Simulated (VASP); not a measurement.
A run of VASP 6.6.1 is set up as follows.

File INCAR:

```
SYSTEM = NbAs
PREC = Accurate ; ENCUT = 520
EDIFF = 1E-6 ; ISMEAR = 0
SIGMA = 0.1 ; LREAL = .FALSE.
LASPH = .TRUE. ; NELM = 80
ALGO = Normal ; ISIF = 2
LWAVE = .FALSE. ; LCHARG = .FALSE.
GGA = PS ; NBANDS = 26
```

File KPOINTS:

```
Automatic mesh
0
G
  18 18 18
  0 0 0
```

POSCAR

```
NbAs
1.0
   -1.7258500000      1.7258500000      5.8400000000
    1.7258500000     -1.7258500000      5.8400000000
    1.7258500000      1.7258500000     -5.8400000000
Nb As
2 2
Direct
    0.5000000000      0.0000000000      0.5000000000
    0.7500000000      0.7500000000      0.0000000000
    0.9160000000      0.4160000000      0.5000000000
    0.1660000000      0.1660000000      0.0000000000
```

Potentials or basis: VASP PAW PBE potentials, release 64 (Nb_sv, As).

The run is started by

```console
$ cat potpaw_PBE.64/Nb_sv/POTCAR potpaw_PBE.64/As/POTCAR > POTCAR
$ mpirun -np 1 vasp_std > vasp.out
```

(1) Predict the largest force.

(2) What does it give for the band gap on the k mesh?

## Answers

(1) 0.288 eV/Å.

(2) zero (bands 18 and 19 overlap by 0.09 eV).

Caveat: the PAW data sets were made with another functional, which shifts forces and pressure a little.
